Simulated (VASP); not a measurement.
# KCl (I-4m2) in VASP: settings compared

The runs below take KCl through single point, with r2SCAN, HSE06.

All numbers are computed with VASP 6.6.1; they aren't measurements. Logs are shortened: lines on timing, memory, paths and dates and some standing lists are left out, and cuts for length are marked.

## Step 1: The cell of the first run

The structure is tetragonal, space group I-4m2 (No. 119). Conventional cell: a = 4.960 Å, b = 4.960 Å, c = 6.752 Å, α = 90.00°, β = 90.00°, γ = 90.00°. K (site symmetry -4m2) has 4 Cl at 3.00 Å within 3.9 Å. Within 3.9 Å of Cl (site symmetry -4m2) lie 4 K at 3.00 Å.

## Step 2: Single point, r2SCAN (uniaxial z strain -3.8%)

Input file POSCAR:

```
KCl
1.0
    0.0000000000      3.5072828304      3.3757597243
    3.5072828304      0.0000000000      3.3757597243
    3.5072828304      3.5072828304      0.0000000000
K Cl
1 1
Direct
    0.0000000000      0.0000000000      0.0000000000
    0.2500000000      0.2500000000      0.2500000000
```

Input file INCAR.step1:

```
PREC     = Accurate       # precision mode
ENCUT    = 520            # plane-wave cutoff, eV
ISMEAR   = 0              # smearing method
SIGMA    = 0.01           # smearing width, eV
LREAL    = False          # projectors in reciprocal space
LASPH    = True           # aspherical terms in the spheres
NELM     = 100            # most SCF steps
NBANDS   = 15             # bands
GGA      = PE             # functional
ALGO     = Normal         # electronic algorithm
EDIFF    = 1E-4           # SCF threshold, eV
LWAVE    = True           # write WAVECAR
LCHARG   = False          # write CHGCAR
```

Input file INCAR.step2:

```
PREC     = Accurate       # precision mode
ENCUT    = 520            # plane-wave cutoff, eV
EDIFF    = 1E-6           # SCF threshold, eV
ISMEAR   = 0              # smearing method
SIGMA    = 0.01           # smearing width, eV
LREAL    = False          # projectors in reciprocal space
LASPH    = True           # aspherical terms in the spheres
NELM     = 100            # most SCF steps
ALGO     = Normal         # electronic algorithm
ISIF     = 2              # what is computed and relaxed
LWAVE    = False          # write WAVECAR
LCHARG   = True           # write CHGCAR
METAGGA  = R2SCAN         # meta-GGA
LMIXTAU  = True         
LELF     = True           # ELF
LVHAR    = True         
NBANDS   = 15             # bands
ISTART   = 1
```

Input file KPOINTS:

```
Automatic mesh
0
Gamma
  6 6 6
```

Potentials or basis: VASP PAW PBE potentials, release 64 (K_sv, Cl).

Started as:

```sh
cat potpaw_PBE.64/K_sv/POTCAR potpaw_PBE.64/Cl/POTCAR > POTCAR
cp INCAR.step1 INCAR
mpirun -np 1 vasp_std > vasp.out
cp INCAR.step2 INCAR
mpirun -np 1 vasp_std > vasp.out
```

OUTCAR:

```text
PREC = Accurate
   ENCUT = 520
   EDIFF = 1E-6
   ISMEAR = 0
   LREAL = False
   LASPH = True
   NELM = 100
   ISIF = 2
   METAGGA = R2SCAN
   ISTART = 1

 ion  position               nearest neighbor table
   1  0.000  0.000  0.000-   2 3.00   2 3.00   2 3.00   2 3.00
   2  0.250  0.250  0.250-   1 3.00   1 3.00   1 3.00   1 3.00

  LATTYP: Found a body centered tetragonal cell.
 ALAT       =     4.9600469458
 C/A-ratio  =     1.3611805538

  Lattice vectors:

 A1 = (   0.0000000000,  -3.5072828304,  -3.3757597243)
 A2 = (   0.0000000000,   3.5072828304,  -3.3757597243)
 A3 = (   3.5072828304,   0.0000000000,   3.3757597243)

Analysis of symmetry for initial positions (statically):
=====================================================================
 Subroutine PRICEL returns:
 Original cell was already a primitive cell.

 Routine SETGRP: Setting up the symmetry group for a
 body centered tetragonal supercell.

 Subroutine GETGRP returns: Found  8 space group operations
 (whereof  8 operations were pure point group operations)
 out of a pool of 16 trial point group operations.

The static configuration has the point symmetry D_2d.

Analysis of symmetry for dynamics (positions and initial velocities):
=====================================================================
 Subroutine PRICEL returns:
 Original cell was already a primitive cell.

 Routine SETGRP: Setting up the symmetry group for a
 body centered tetragonal supercell.

 Subroutine GETGRP returns: Found  8 space group operations
 (whereof  8 operations were pure point group operations)
 out of a pool of 16 trial point group operations.

The dynamic configuration has the point symmetry D_2d.

 Subroutine INISYM returns: Found  8 space group operations
 (whereof  8 operations are pure point group operations),
 and found     1 'primitive' translations

----------------------------------------------------------------------------------------

                                     Primitive cell

  volume of cell :      83.0507

  direct lattice vectors                    reciprocal lattice vectors
     0.000000000  3.507282830  3.375759724    -0.142560502  0.142560502  0.148114807
     3.507282830  0.000000000  3.375759724     0.142560502 -0.142560502  0.148114807
     3.507282830  3.507282830  0.000000000     0.142560502  0.142560502 -0.148114807

  length of vectors
     4.867934528  4.867934528  4.960046946     0.250169921  0.250169921  0.250169921

  position of ions in fractional coordinates (direct lattice)
     0.000000000  0.000000000  0.000000000
     0.250000000  0.250000000  0.250000000

  ion indices of the primitive-cell ions
   primitive index   ion index
                 1           1
                 2           2

----------------------------------------------------------------------------------------

 KPOINTS: Automatic mesh

Automatic generation of k-mesh.
 Grid dimensions read from file:
 generate k-points for:    6    6    6

 Generating k-lattice:

  Cartesian coordinates                     Fractional coordinates (reciprocal lattice)
    -0.023760084  0.023760084  0.024685801     0.166666667  0.000000000  0.000000000
     0.023760084 -0.023760084  0.024685801     0.000000000  0.166666667  0.000000000
     0.023760084  0.023760084 -0.024685801     0.000000000  0.000000000  0.166666667

  Length of vectors
     0.041694987  0.041694987  0.041694987

  Shift w.r.t. Gamma in fractional coordinates (k-lattice)
     0.000000000  0.000000000  0.000000000

 Subroutine IBZKPT returns following result:
 ===========================================

 Found     30 irreducible k-points:

 Following reciprocal coordinates:
            Coordinates               Weight
  0.000000  0.000000  0.000000      1.000000
  0.166667  0.000000  0.000000      8.000000
  0.333333 -0.000000  0.000000      8.000000
  0.500000 -0.000000  0.000000      4.000000
  0.166667  0.166667  0.000000      2.000000
  0.333333  0.166667  0.000000      8.000000
[... 16 lines left out ...]
  0.333333  0.000000  0.333333      4.000000
  0.500000 -0.000000  0.333333     16.000000
 [... further k-points ...]
   k-points           NKPTS =     30   k-points in BZ     NKDIM =     30   number of bands    NBANDS=     15
   number of dos      NEDOS =    301   number of ions     NIONS =      2
   total plane-waves  NPLWV =  51840
   dimension x,y,z NGX =    36 NGY =   36 NGZ =   40
   dimension x,y,z NGXF=    72 NGYF=   72 NGZF=   80
   ions per type =               1   1
   NGX,Y,Z   is equivalent  to a cutoff of  12.29, 12.29, 13.41 a.u.
   NGXF,Y,Z  is equivalent  to a cutoff of  24.59, 24.59, 26.81 a.u.
 SYSTEM =  unknown system
   PREC   = accura    normal or accurate (medium, high low for compatibility)
   ISTART =      1    job   : 0-new  1-cont  2-samecut
   ICHARG =      0    charge: 1-file 2-atom 10-const
   ISPIN  =      1    spin polarized calculation?
   LNONCOLLINEAR =      F non collinear calculations
   LSORBIT =      F    spin-orbit coupling
   LASPH  =      T    aspherical Exc in radial PAW
   ENCUT  =  520.0 eV  38.22 Ry    6.18 a.u.   9.05  9.05  9.22*2*pi/ulx,y,z
   NELM   =    100;   NELMIN=  2; NELMDL=  0     # of ELM steps
   EDIFF  = 0.1E-05   stopping-criterion for ELM
   LREAL  =      F    real-space projection
   EDIFFG = 0.1E-04   stopping-criterion for IOM
   NSW    =      0    number of steps for IOM
   IBRION =     -1    ionic relax: 0-MD 1-quasi-New 2-CG
   NFREE  =      0    steps in history (QN), initial steepest desc. (CG)
   ISIF   =      2    stress and relaxation
   ISYM   =      2    0-nonsym 1-usesym 2-fastsym
   POTIM  = 0.5000    time-step for ionic-motion
   TEBEG  =    0.0;   TEEND  =   0.0 temperature during run
   PSTRESS=    0.0 pullay stress
   NELECT =      16.0000    total number of electrons
   NUPDOWN=      -1.0000    fix difference up-down
   EMIN   =  10.00;   EMAX   =-10.00  energy-range for DOS
   EFERMI =   0.00;   METHOD = LEGACY
   ISMEAR =     0;   SIGMA  =   0.01  broadening in eV -4-tet -1-fermi 0-gaus
   EFERMI_NEDOS =   21; number of points for ismear=-14 and -15
   IALGO  =     38    algorithm
   IMIX   =      4    mixing-type and parameters
     AMIX     =   0.40;   BMIX     =  1.00
     AMIX_MAG =   1.60;   BMIX_MAG =  1.00
  volume/ion in A,a.u.               =      41.53       280.23
  Fermi-wavevector in a.u.,A,eV,Ry     =   0.945512  1.786759 12.163517  0.893993
  Thomas-Fermi vector in A             =   2.073421
   LORBIT       =      0    0 simple, 1 ext, 2 COOP (PROOUT), +10 PAW based schemes
   METAGGA = R2SCAN    functional components
   LHFCALC =     F    Hartree Fock is set to
   AEXX    =    0.0000 exact exchange contribution
   IVDW    =     0    specifies the selected vdW correction
   LEPSILON=     F    determine dielectric tensor
   LRPA    =     F    only Hartree local field effects (RPA)
 non-spin polarized calculation
 Gauss-broadening in eV      SIGMA  =   0.01
  energy-cutoff  :      520.00
  volume of cell :       83.05
 maximum number of plane-waves:      2280
   NGX = 19   NGY = 19   NGZ = 19

 number of electron      16.0000000 magnetization

 Free energy of the ion-electron system (eV)
  ---------------------------------------------------
  ext. energy  EPLUGINS =         0.00000000
  ---------------------------------------------------
  free energy    TOTEN  =       -16.21632748 eV

  energy without entropy =      -16.21632748  energy(sigma->0) =      -16.21632748

 E-fermi :  -3.3553     XC(G=0):  -6.5211

 val. band max:       -3.4906090645   @ k =   0.5000   0.0000   0.5000
 cond. band min:       1.9145375153   @ k =   0.0000   0.0000   0.0000
 fundamental gap:      5.4051465798
 Fermi energy:        -3.3552901597

 k-point     1 :       0.0000    0.0000    0.0000
  band No.  band energies     occupation
      1     -31.7439      2.00000
      2     -15.8182      2.00000
      3     -14.4753      2.00000
      4     -14.4698      2.00000
      5     -14.4697      2.00000
      6      -3.5548      2.00000
      7      -3.5547      2.00000
      8      -3.5422      2.00000
      9       1.9145      0.00000
     10       6.5582      0.00000
     11       6.8371      0.00000
     12       7.6989      0.00000
     13       7.6990      0.00000
     14       7.9088      0.00000
     15       8.9418      0.00000

 k-point     2 :       0.1667    0.0000    0.0000
  band No.  band energies     occupation
      1     -31.7430      2.00000
      2     -15.8673      2.00000
      3     -14.4764      2.00000
      4     -14.4733      2.00000
      5     -14.4166      2.00000
      6      -3.6451      2.00000
      7      -3.5485      2.00000
      8      -3.5345      2.00000
      9       2.3570      0.00000
     10       6.2934      0.00000
     11       6.4913      0.00000
     12       7.3648      0.00000
     13       8.0870      0.00000
     14       8.1931      0.00000
     15       8.3482      0.00000

 k-point     3 :       0.3333   -0.0000    0.0000
  band No.  band energies     occupation
      1     -31.7412      2.00000
      2     -15.9550      2.00000
      3     -14.4818      2.00000
      4     -14.4802      2.00000
      5     -14.3187      2.00000
      6      -3.7943      2.00000
      7      -3.5368      2.00000
      8      -3.5127      2.00000
      9       3.3724      0.00000
     10       5.9316      0.00000
     11       6.1370      0.00000
     12       6.3181      0.00000
     13       7.9867      0.00000
     14       8.0878      0.00000
     15       8.1396      0.00000
[... 343 lines left out ...]
 k-point    23 :       0.3333    0.0000    0.3333
  band No.  band energies     occupation
      1     -31.7403      2.00000
      2     -15.9978      2.00000
      3     -14.4990      2.00000
      4     -14.4891      2.00000
      5     -14.2469      2.00000
      6      -3.8597      2.00000
      7      -3.5169      2.00000
      8      -3.4974      2.00000
      9       3.5459      0.00000
     10       4.7813      0.00000
     11       6.9013      0.00000
     12       7.6688      0.00000
     13       7.8388      0.00000
     14       8.0317      0.00000
     15       9.0825      0.00000

 k-point    24 :       0.5000   -0.0000    0.3333
  band No.  band energies     occupation
      1     -31.7394      2.00000
      2     -16.0338      2.00000
      3     -14.5083      2.00000
      4     -14.4950      2.00000
      5     -14.1971      2.00000
      6      -3.8673      2.00000
      7      -3.5497      2.00000
      8      -3.4960      2.00000
      9       3.8067      0.00000
     10       4.8177      0.00000
     11       6.9009      0.00000
     12       7.2007      0.00000
     13       8.1233      0.00000
     14       8.2045      0.00000
     15       8.5530      0.00000

 [... further k-points ...]

------------------------ aborting loop because EDIFF is reached ----------------------------------------

  FORCE on cell =-STRESS in cart. coord.  units (eV):
  Direction    XX          YY          ZZ          XY          YZ          ZX
  --------------------------------------------------------------------------------------
  -------------------------------------------------------------------------------------
  Total        0.2592762      0.2592762      0.2413804      0.0000000     -0.0000000      0.0000000
  in kB        5.0018430      5.0018430      4.6566051      0.0000000     -0.0000000      0.0000000
  external PRESSURE =       4.8867637 kB  Pullay stress =       0.0000000 kB

 VOLUME and BASIS-vectors are now :
 -----------------------------------------------------------------------------
  energy-cutoff  :      520.00
  volume of cell :       83.05
      direct lattice vectors                 reciprocal lattice vectors
     0.000000000  3.507282830  3.375759724    -0.142560502  0.142560502  0.148114807
     3.507282830  0.000000000  3.375759724     0.142560502 -0.142560502  0.148114807
     3.507282830  3.507282830  0.000000000     0.142560502  0.142560502 -0.148114807

 POSITION                                       TOTAL-FORCE (eV/Angst)
 -----------------------------------------------------------------------------------
      0.00000      0.00000      0.00000         0.000000      0.000000      0.000000
      1.75364      1.75364      1.68788        -0.000000     -0.000000      0.000000
 -----------------------------------------------------------------------------------
    total drift:                               -0.000002     -0.000002     -0.000002

  FREE ENERGIE OF THE ION-ELECTRON SYSTEM (eV)
  ---------------------------------------------------
  free  energy   TOTEN  =       -16.2163274825 eV

  energy  without entropy=      -16.2163274825  energy(sigma->0) =      -16.21632748
```

It took 67 s on 1 thread of Intel Xeon 6975P-C (Granite Rapids), shared host; peak memory 0.24 GiB.

Results:

- Free energy: -16.2163 eV
- Pressure: 0.5 GPa
- Band gap on the k mesh: 5.41 eV (least direct gap 5.46 eV)

Caveat: the cell differs from its parent crystal (uniaxial z strain -3.8%); the PAW data sets were made with another functional, which shifts forces and pressure a little.

## Step 3: Single point, HSE06 (uniaxial z strain -3.8%)

POSCAR is that of step 2.

Input file INCAR.step1:

```
SYSTEM = KCl
PREC = Accurate
ENCUT = 520
EDIFF = 1E-5
ISMEAR = 0
SIGMA = 0.01
LREAL = .FALSE.
LASPH = .TRUE.
NELM = 60
ALGO = Normal
ISIF = 2
LWAVE = .TRUE.
NBANDS = 15
GGA = PE
```

Input file INCAR.step2:

```
SYSTEM = KCl
PREC = Accurate
ENCUT = 520
EDIFF = 1E-6
ISMEAR = 0
SIGMA = 0.01
LREAL = .FALSE.
LASPH = .TRUE.
NELM = 60
ALGO = Normal
ISIF = 2
LWAVE = .FALSE.
LCHARG = .TRUE.
GGA = PE
LHFCALC = .TRUE.
HFSCREEN = 0.2079
PRECFOCK = Normal
LELF = .TRUE.
LVHAR = .TRUE.
NBANDS = 15
ISTART = 1
```

Input file KPOINTS:

```
Automatic mesh
0
G
  4 4 4
  0 0 0
```

Potentials or basis: VASP PAW PBE potentials, release 64 (K_sv, Cl).

Started as:

```sh
cat potpaw_PBE.64/K_sv/POTCAR potpaw_PBE.64/Cl/POTCAR > POTCAR
cp INCAR.step1 INCAR
mpirun -np 1 vasp_std > vasp.out
cp INCAR.step2 INCAR
mpirun -np 1 vasp_std > vasp.out
```

It took 9.2 min on 1 thread of Intel Xeon 6975P-C (Granite Rapids), shared host; peak memory 0.33 GiB.

It converged, with:

```
Free energy            : -7.6542 eV
Pressure               : 0.7 GPa
Band gap on the k mesh : 6.09 eV (least direct gap 6.14 eV)
```

Levels at points of the mesh, in eV from the valence-band top:
```csv
k point,band 6,band 7,band 8,band 9,band 10,band 11
"(0.00, 0.00, 0.00)",-0.06,-0.06,-0.05,6.09,10.91,11.20
"(0.50, 0.00, 0.00)",-0.38,-0.04,-0.01,8.65,8.89,10.44
"(0.50, 0.50, 0.00)",-0.44,-0.03,-0.03,8.03,9.12,11.80
"(0.50, 0.00, 0.50)",-0.46,0.00,0.00,7.97,9.08,11.57
```

Caveat: the cell differs from its parent crystal (uniaxial z strain -3.8%); the PAW data sets were made with another functional, which shifts forces and pressure a little. A k mesh can miss the band edges.
